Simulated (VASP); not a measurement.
**Cu: relaxation of cell and atoms with r2SCAN**

The system is Cu.

```
CELL_PARAMETERS angstrom
2.37043 0.00000 0.00000
-1.18522 2.05286 0.00000
0.00000 0.00000 3.87009
ATOMIC_POSITIONS crystal
Cu 0.33333 0.66667 0.25000
Cu 0.66667 0.33333 0.75000
```

This isn't the form of Cu at room conditions, which is fcc.

```yaml
Program: VASP 6.6.1
Task: relaxation of cell and atoms
Functional: r2SCAN
Potentials_or_basis: VASP PAW PBE potentials, release 64 (Cu)
Cutoff: 600 eV
k_mesh: 24 × 24 × 12
Occupations: gaussian, width 0.1 eV
Spin: no spin polarisation
Target_pressure: 50 GPa
Dipole_correction: no
Further_INCAR_settings: ALGO = Normal; EDIFF = 1e-06; IBRION = 2; EDIFFG = -0.008; NSW = 70; ISIF = 3
```

The relaxed volume is 9.48 Å³/atom and the relaxed cell is a = 2.374 Å, b = 2.374 Å, c = 3.885 Å, α = 90.00°, β = 90.00°, γ = 120.00°. The space group after relaxing (to 0.1 Å) is P6_3/mmc (No. 194). The energy change on relaxing (the run minimises the enthalpy) is -20.3 meV/atom, the ionic steps are 6 and the pressure after relaxing is 50.1 GPa. The band gap on the k mesh is zero (bands 11 and 12 overlap by 7.29 eV).

Step by step:
```tsv
step	energy change (eV)	largest force (eV/Å)	pressure (GPa)	volume (Å³)
1	0.0000	0.0000	52.63	18.83
2	-0.1285	0.0000	44.27	19.26
3	-0.0438	0.0000	49.84	18.97
4	-0.0422	0.0000	49.92	18.96
5	-0.0413	0.0000	50.05	18.96
6	-0.0407	0.0000	50.07	18.96
```

Final structure:
```xyz
2
Lattice="2.3739 0.0000 0.0000 -1.1870 2.0559 0.0000 0.0000 0.0000 3.8847" Properties=species:S:1:pos:R:3 pbc="T T T"
Cu    0.0000    1.3706    0.9712
Cu    1.1870    0.6853    2.9135
```

Levels at points of the mesh, in eV from the Fermi level:
```
           k point  band 7  band 8  band 9  band 10  band 11  band 12  band 13  band 14  band 15
(0.00, 0.00, 0.00)   -3.57   -3.16   -3.16    -2.12    -2.12    -1.78     5.23    23.98    26.54
(0.50, 0.00, 0.00)   -3.53   -1.97   -1.92    -1.83    -0.01     2.18     9.27    10.07    12.50
(0.00, 0.00, 0.50)   -3.93   -3.93   -2.42    -2.42    -2.42    -2.42    14.97    14.97    24.83
(0.50, 0.00, 0.50)   -2.40   -2.40   -1.88    -1.88     0.30     0.30     6.47     6.47    19.46
```

Wall time 30 min on 1 thread of Intel(R) Xeon(R) Platinum 8259CL CPU @ 2.50GHz (Skylake/Cascade Lake), with other jobs on the host, peak memory 0.25 GiB.

Caveat: the cell is relaxed towards a set pressure, so the run minimises the enthalpy, not the energy; the PAW data sets were made with another functional, which shifts forces and pressure a little.
